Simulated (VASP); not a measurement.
# SrRu3 (Pm-3m) in VASP: further runs, part 2 of 2

VASP 6.6.1. The steps go on from the part before.

## 4. Single point, PBEsol

This run uses another cell than the first one, of 20.46 Å³/atom.

The input, INCAR:

```
SYSTEM = SrRu3
  PREC = Accurate
  ENCUT = 520
  EDIFF = 1E-7
  ISMEAR = 0
  SIGMA = 0.05
  LREAL = .False.
  LASPH = .True.
  NELM = 80
  ALGO = Normal
  ISIF = 2
  LWAVE = .False.
  LCHARG = .True.
  GGA = PS
  LELF = .True.
  LVHAR = .True.
  NBANDS = 34
```

The input, KPOINTS:

```
regular mesh
0
Gamma
  8 8 8
  0 0 0
```

The input, POSCAR:

```
SrRu3
1.0
    4.3414771247      0.0000000000      0.0000000000
    0.0000000000      4.3414771247      0.0000000000
    0.0000000000      0.0000000000      4.3414771247
Sr Ru
1 3
Direct
    0.0000000000      0.0000000000      0.0000000000
    0.0000000000      0.5000000000      0.5000000000
    0.5000000000      0.5000000000      0.0000000000
    0.5000000000      0.0000000000      0.5000000000
```

Potentials or basis: VASP PAW PBE potentials, release 64 (Sr_sv, Ru_pv).

Run with:

```console
$ cat potpaw_PBE.64/Sr_sv/POTCAR potpaw_PBE.64/Ru_pv/POTCAR > POTCAR
$ mpirun -np 1 vasp_std > vasp.out
```

OUTCAR:

```text
SYSTEM = SrRu3
   PREC = Accurate
   ENCUT = 520
   EDIFF = 1E-7
   ISMEAR = 0
   LREAL = .False.
   LASPH = .True.
   NELM = 80
   ISIF = 2
   GGA = PS

 ion  position               nearest neighbor table
   1  0.000  0.000  0.000-   2 3.07   3 3.07   4 3.07   2 3.07   4 3.07   2 3.07   3 3.07   2 3.07
                             3 3.07   4 3.07   4 3.07   3 3.07
   2  0.000  0.500  0.500-   1 3.07   3 3.07   4 3.07   1 3.07   3 3.07   1 3.07   4 3.07   1 3.07
                             3 3.07   4 3.07   3 3.07   4 3.07
   3  0.500  0.500  0.000-   1 3.07   2 3.07   4 3.07   2 3.07   4 3.07   1 3.07   4 3.07   4 3.07
                             1 3.07   2 3.07   2 3.07   1 3.07
   4  0.500  0.000  0.500-   1 3.07   2 3.07   3 3.07   1 3.07   3 3.07   2 3.07   3 3.07   3 3.07
[... 1092 lines left out ...]
  Total       -9.6233667     -9.6233667     -9.6233667      0.0000000      0.0000000     -0.0000000
  in kB     -188.4191604   -188.4191604   -188.4191604      0.0000000      0.0000000     -0.0000000
  external PRESSURE =    -188.4191604 kB  Pullay stress =       0.0000000 kB

 VOLUME and BASIS-vectors are now :
 -----------------------------------------------------------------------------
  energy-cutoff  :      520.00
  volume of cell :       81.83
      direct lattice vectors                 reciprocal lattice vectors
     4.341477125  0.000000000  0.000000000     0.230336351  0.000000000  0.000000000
     0.000000000  4.341477125  0.000000000     0.000000000  0.230336351  0.000000000
     0.000000000  0.000000000  4.341477125     0.000000000  0.000000000  0.230336351

 POSITION                                       TOTAL-FORCE (eV/Angst)
 -----------------------------------------------------------------------------------
      0.00000      0.00000      0.00000         0.000000      0.000000      0.000000
      0.00000      2.17074      2.17074         0.000000      0.000000      0.000000
      2.17074      2.17074      0.00000         0.000000      0.000000      0.000000
      2.17074      0.00000      2.17074         0.000000      0.000000      0.000000
 -----------------------------------------------------------------------------------
    total drift:                                0.000000     -0.000000     -0.000000

  FREE ENERGIE OF THE ION-ELECTRON SYSTEM (eV)
  ---------------------------------------------------
  free  energy   TOTEN  =       -26.7856886183 eV

  energy  without entropy=      -26.7706134288  energy(sigma->0) =      -26.77815102
```

OSZICAR:

```text
N       E                     dE             d eps       ncg     rms          rms(c)
DAV:   1     0.543398336238E+03    0.54340E+03   -0.30891E+04  2388   0.158E+03
DAV:   2    -0.107751455325E+02   -0.55417E+03   -0.54174E+03  2526   0.465E+02
DAV:   3    -0.290110797128E+02   -0.18236E+02   -0.17455E+02  2950   0.803E+01
DAV:   4    -0.297914536627E+02   -0.78037E+00   -0.77765E+00  3352   0.122E+01
DAV:   5    -0.298043131935E+02   -0.12860E-01   -0.12856E-01  2850   0.155E+00    0.470E+01
DAV:   6    -0.271422941391E+02    0.26620E+01   -0.24217E+01  2758   0.264E+01    0.852E+00
DAV:   7    -0.268161653736E+02    0.32613E+00   -0.28016E+00  2678   0.101E+01    0.949E+00
DAV:   8    -0.267900247205E+02    0.26141E-01   -0.92812E-02  2842   0.157E+00    0.318E+00
DAV:   9    -0.267856916797E+02    0.43330E-02   -0.16885E-02  2734   0.742E-01    0.503E-01
DAV:  10    -0.267856906486E+02    0.10311E-05   -0.93306E-04  3048   0.139E-01    0.100E-01
DAV:  11    -0.267856905831E+02    0.65493E-07   -0.11030E-04  2524   0.582E-02    0.467E-02
DAV:  12    -0.267856886190E+02    0.19641E-05   -0.11174E-05  3102   0.146E-02    0.143E-02
DAV:  13    -0.267856886183E+02    0.68121E-09   -0.52016E-07  2474   0.340E-03
   1 F= -.26785689E+02 E0= -.26778151E+02  d E =-.150752E-01
```

stdout:

```text
POSCAR found type information on POSCAR SrRu
 POSCAR found :  2 types and       4 ions
 scaLAPACK will be used
 -----------------------------------------------------------------------------
|                                                                             |
|                                                                             |
|     You enforced a specific xc type in the INCAR file but a different       |
|     I HOPE YOU KNOW WHAT YOU ARE DOING!                                     |
|                                                                             |
 -----------------------------------------------------------------------------

 LDA part: xc-table for (Slater+PW92), standard interpolation
 POSCAR, INCAR and KPOINTS ok, starting setup
 FFT: planning ... GRIDC
 FFT: planning ... GRID_SOFT
 FFT: planning ... GRID
 WAVECAR not read
 entering main loop
```

Run time: 29 s. Hardware: 1 thread of Intel Xeon 6975P-C (Granite Rapids), shared host; peak memory 0.22 GiB.

Results:

- Free energy: -26.7857 eV
- Pressure: -18.8 GPa
- Band gap on the k mesh: zero (bands 26 and 27 overlap by 1.55 eV)

Levels at points of the mesh, in eV from the Fermi level:
```tsv
k point	band 22	band 23	band 24	band 25	band 26	band 27	band 28	band 29	band 30	band 31
(0.00, 0.00, 0.00)	-0.56	-0.56	0.46	0.46	1.16	1.44	1.44	1.44	3.92	3.92
(0.50, 0.00, 0.00)	-1.24	-1.19	-0.34	-0.31	-0.07	-0.02	-0.02	0.61	1.44	3.96
(0.50, 0.50, 0.00)	-1.16	-1.05	-0.82	-0.45	-0.38	-0.38	0.12	0.14	0.79	3.07
(0.50, 0.50, 0.50)	-0.65	-0.65	-0.14	-0.14	0.94	1.17	1.17	1.17	2.71	2.71
```

Caveat: the cell stands under tension; the PAW data sets were made with another functional, which shifts forces and pressure a little.

## 5. The runs side by side

```csv
cell,gap on the mesh (eV),pressure (GPa)
"a = 4.109 Å, 4 atoms",none,-4.8
"a = 4.192 Å, 4 atoms",none,-11.4
"a = 4.341 Å, 4 atoms",none,-18.8
```

Alike in all rows: task single point; level PBEsol; potentials or basis VASP PAW PBE potentials, release 64 (Sr_sv, Ru_pv); no spin polarisation; k mesh 8 × 8 × 8; cutoff (eV) 520; smearing gaussian 0.05 eV.

Caveats: the cell stands under tension; the PAW data sets were made with another functional, which shifts forces and pressure a little.

Absolute energies hang on the potentials; compare differences alone.
